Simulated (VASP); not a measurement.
# Ag (Fm-3m) in VASP: further runs

Runs on Ag. Level: PBE. Tasks: single point.

Everything below comes from runs of VASP 6.6.1. Logs are shortened: lines on timing, memory, paths and dates and some standing lists are left out, and cuts for length are marked.

## 1. The cell of the first run

It takes space group Fm-3m (No. 225, cubic). Conventional cell: a = 4.073 Å, b = 4.073 Å, c = 4.073 Å, α = 90.00°, β = 90.00°, γ = 90.00°. Within 3.8 Å of Ag (site symmetry m-3m) lie 12 Ag at 2.88 Å.

## 2. Single point, PBE (volume scaled by 0.99)

File INCAR:

```
SYSTEM = Ag
PREC = Accurate
ENCUT = 520
EDIFF = 1E-6
ISMEAR = -1
SIGMA = 0.05
LREAL = .False.
LASPH = .True.
NELM = 80
ALGO = Normal
ISIF = 2
LWAVE = .False.
LCHARG = .False.
GGA = PE
NBANDS = 12
```

File KPOINTS:

```
regular mesh
0
Gamma
  15 15 15
  0 0 0
```

File POSCAR:

```
Ag
1.0
    0.0000000000      2.0362668386      2.0362668386
    2.0362668386      0.0000000000      2.0362668386
    2.0362668386      2.0362668386      0.0000000000
Ag
1
Direct
    0.0000000000      0.0000000000      0.0000000000
```

Potentials or basis: VASP PAW PBE potentials, release 64 (Ag).

The run is started by

```console
$ cat potpaw_PBE.64/Ag/POTCAR > POTCAR
$ mpirun -np 1 vasp_std > vasp.out
```

OUTCAR:

```text
SYSTEM = Ag
   PREC = Accurate
   ENCUT = 520
   EDIFF = 1E-6
   ISMEAR = -1
   LREAL = .False.
   LASPH = .True.
   NELM = 80
   ISIF = 2
   GGA = PE

 ion  position               nearest neighbor table
   1  0.000  0.000  0.000-

  LATTYP: Found a face centered cubic cell.
 ALAT       =     4.0725336772

  Lattice vectors:

 A1 = (   0.0000000000,   2.0362668386,   2.0362668386)
 A2 = (   2.0362668386,   0.0000000000,   2.0362668386)
 A3 = (   2.0362668386,   2.0362668386,   0.0000000000)

Analysis of symmetry for initial positions (statically):
=====================================================================
 Subroutine PRICEL returns:
 Original cell was already a primitive cell.

 Routine SETGRP: Setting up the symmetry group for a
 face centered cubic supercell.

 Subroutine GETGRP returns: Found 48 space group operations
 (whereof 48 operations were pure point group operations)
 out of a pool of 48 trial point group operations.

The static configuration has the point symmetry O_h .

Analysis of symmetry for dynamics (positions and initial velocities):
=====================================================================
 Subroutine PRICEL returns:
 Original cell was already a primitive cell.

 Routine SETGRP: Setting up the symmetry group for a
 face centered cubic supercell.

 Subroutine GETGRP returns: Found 48 space group operations
 (whereof 48 operations were pure point group operations)
 out of a pool of 48 trial point group operations.

The dynamic configuration has the point symmetry O_h .

 Subroutine INISYM returns: Found 48 space group operations
 (whereof 48 operations are pure point group operations),
 and found     1 'primitive' translations

----------------------------------------------------------------------------------------

                                     Primitive cell

  volume of cell :      16.8863

  direct lattice vectors                    reciprocal lattice vectors
     0.000000000  2.036266839  2.036266839    -0.245547386  0.245547386  0.245547386
     2.036266839  0.000000000  2.036266839     0.245547386 -0.245547386  0.245547386
     2.036266839  2.036266839  0.000000000     0.245547386  0.245547386 -0.245547386

  length of vectors
     2.879716180  2.879716180  2.879716180     0.425300549  0.425300549  0.425300549

  position of ions in fractional coordinates (direct lattice)
     0.000000000  0.000000000  0.000000000

  ion indices of the primitive-cell ions
   primitive index   ion index
[... 75 lines left out ...]
   EDIFFG = 0.1E-04   stopping-criterion for IOM
   NSW    =      0    number of steps for IOM
   IBRION =     -1    ionic relax: 0-MD 1-quasi-New 2-CG
   NFREE  =      0    steps in history (QN), initial steepest desc. (CG)
   ISIF   =      2    stress and relaxation
   ISYM   =      2    0-nonsym 1-usesym 2-fastsym
   POTIM  = 0.5000    time-step for ionic-motion
   TEBEG  =    0.0;   TEEND  =   0.0 temperature during run
   PSTRESS=    0.0 pullay stress
   NELECT =      11.0000    total number of electrons
   NUPDOWN=      -1.0000    fix difference up-down
   EMIN   =  10.00;   EMAX   =-10.00  energy-range for DOS
   EFERMI =   0.00;   METHOD = LEGACY
   ISMEAR =    -1;   SIGMA  =   0.05  broadening in eV -4-tet -1-fermi 0-gaus
   EFERMI_NEDOS =   21; number of points for ismear=-14 and -15
   IALGO  =     38    algorithm
   IMIX   =      4    mixing-type and parameters
     AMIX     =   0.40;   BMIX     =  1.00
     AMIX_MAG =   1.60;   BMIX_MAG =  1.00
  volume/ion in A,a.u.               =      16.89       113.95
  Fermi-wavevector in a.u.,A,eV,Ry     =   1.419148  2.681801 27.401878  2.013981
  Thomas-Fermi vector in A             =   2.540199
   LORBIT       =      0    0 simple, 1 ext, 2 COOP (PROOUT), +10 PAW based schemes
   GGA     = PE    functional components
   LHFCALC =     F    Hartree Fock is set to
   AEXX    =    0.0000 exact exchange contribution
   IVDW    =     0    specifies the selected vdW correction
   LEPSILON=     F    determine dielectric tensor
   LRPA    =     F    only Hartree local field effects (RPA)
 non-spin polarized calculation
  energy-cutoff  :      520.00
  volume of cell :       16.89
 maximum number of plane-waves:       468
 NGX is ok and might be reduce to    24
   NGX = 11   NGY = 11   NGZ = 11

 number of electron      10.9999999 magnetization

 Free energy of the ion-electron system (eV)
  ---------------------------------------------------
  ext. energy  EPLUGINS =         0.00000000
  ---------------------------------------------------
  free energy    TOTEN  =        -2.69960869 eV

  energy without entropy =       -2.69614432  energy(sigma->0) =       -2.69787650

 E-fermi :   8.7159     XC(G=0): -12.2686

 val. band max:        8.7157428159   @ k =  -0.3333   0.2000   0.0000
 cond. band min:       8.7433658625   @ k =  -0.4000   0.1333   0.0000
 fundamental gap:      0.0276230466
 Fermi energy:         8.7159044179

 k-point     1 :       0.0000    0.0000    0.0000
  band No.  band energies     occupation
      1       0.7258      2.00000
      2       3.7187      2.00000
      3       3.7187      2.00000
      4       3.7187      2.00000
      5       4.7701      2.00000
      6       4.7701      2.00000
      7      24.6105      0.00000
      8      28.2464      0.00000
      9      28.2464      0.00000
     10      28.2464      0.00000
     11      33.0779      0.00000
     12      34.2807      0.00000
[... 331 lines left out ...]
 k-point    24 :       0.2000    0.1333    0.0000
  band No.  band energies     occupation
      1       1.8688      2.00000
      2       3.3182      2.00000
      3       4.0824      2.00000
      4       4.1173      2.00000
      5       4.5209      2.00000
      6       4.9630      2.00000
      7      23.7481      0.00000
      8      25.2990      0.00000
      9      25.7567      0.00000
     10      27.2213      0.00000
     11      30.9242      0.00000
     12      33.9609      0.00000

 [... further k-points ...]
[... 5 lines left out ...]
  --------------------------------------------------------------------------------------
  -------------------------------------------------------------------------------------
  Total        0.5889619      0.5889619      0.5889619     -0.0000000     -0.0000000     -0.0000000
  in kB       55.8809445     55.8809445     55.8809445     -0.0000000     -0.0000000     -0.0000000
  external PRESSURE =      55.8809445 kB  Pullay stress =       0.0000000 kB

 VOLUME and BASIS-vectors are now :
 -----------------------------------------------------------------------------
  energy-cutoff  :      520.00
  volume of cell :       16.89
      direct lattice vectors                 reciprocal lattice vectors
     0.000000000  2.036266839  2.036266839    -0.245547386  0.245547386  0.245547386
     2.036266839  0.000000000  2.036266839     0.245547386 -0.245547386  0.245547386
     2.036266839  2.036266839  0.000000000     0.245547386  0.245547386 -0.245547386

 POSITION                                       TOTAL-FORCE (eV/Angst)
 -----------------------------------------------------------------------------------
      0.00000      0.00000      0.00000         0.000000      0.000000     -0.000000
 -----------------------------------------------------------------------------------
    total drift:                               -0.000000     -0.000000     -0.000000

  FREE ENERGIE OF THE ION-ELECTRON SYSTEM (eV)
  ---------------------------------------------------
  free  energy   TOTEN  =        -2.6996086926 eV

  energy  without entropy=       -2.6961443157  energy(sigma->0) =       -2.69787650
```

Wall time 12 s (1 thread of AMD EPYC 9R45 (Zen 5), shared host); peak memory 0.12 GiB.

What came out:

| Item | Value |
| --- | --- |
| Free energy | -2.6996 eV |
| Pressure | 5.6 GPa |

Levels at points of the mesh, in eV from the Fermi level:
```tsv
k point	band 4	band 5	band 6	band 7	band 8	band 9
(0.00, 0.00, 0.00)	-5.00	-3.95	-3.95	15.89	19.53	19.53
```

## 3. Single point, PBE (volume scaled by 0.98)

File INCAR:

```
  ALGO = Normal
  EDIFF = 1E-6
  ENCUT = 520
  GGA = PE
  ISIF = 2
  ISMEAR = -1
  LASPH = True
  LCHARG = True
  LELF = True
  LREAL = False
  LVHAR = True
  LWAVE = False
  NBANDS = 12
  NELM = 100
  PREC = Accurate
  SIGMA = 0.05
```

File KPOINTS:

```
k-points
0
Gamma
  15 15 15
```

File POSCAR:

```
Ag
1.0
    0.0000000000      2.0293875063      2.0293875063
    2.0293875063      0.0000000000      2.0293875063
    2.0293875063      2.0293875063      0.0000000000
Ag
1
Direct
    0.0000000000      0.0000000000      0.0000000000
```

Potentials or basis: VASP PAW PBE potentials, release 64 (Ag).

The run is started by

```console
$ cat potpaw_PBE.64/Ag/POTCAR > POTCAR
$ mpirun -np 1 vasp_std > vasp.out
```

It took 13 s on 1 thread of AMD EPYC 9R45 (Zen 5), shared host; peak memory 0.12 GiB.

Results (log left out):

- Free energy: -2.6929 eV
- Pressure: 6.9 GPa

Levels at points of the mesh, in eV from the Fermi level:
```tsv
k point	band 2	band 3	band 4	band 5	band 6	band 7	band 8	band 9	band 10	band 11
(0.00, 0.00, 0.00)	-5.04	-5.04	-5.04	-3.97	-3.97	15.91	19.61	19.61	19.61	24.46
```
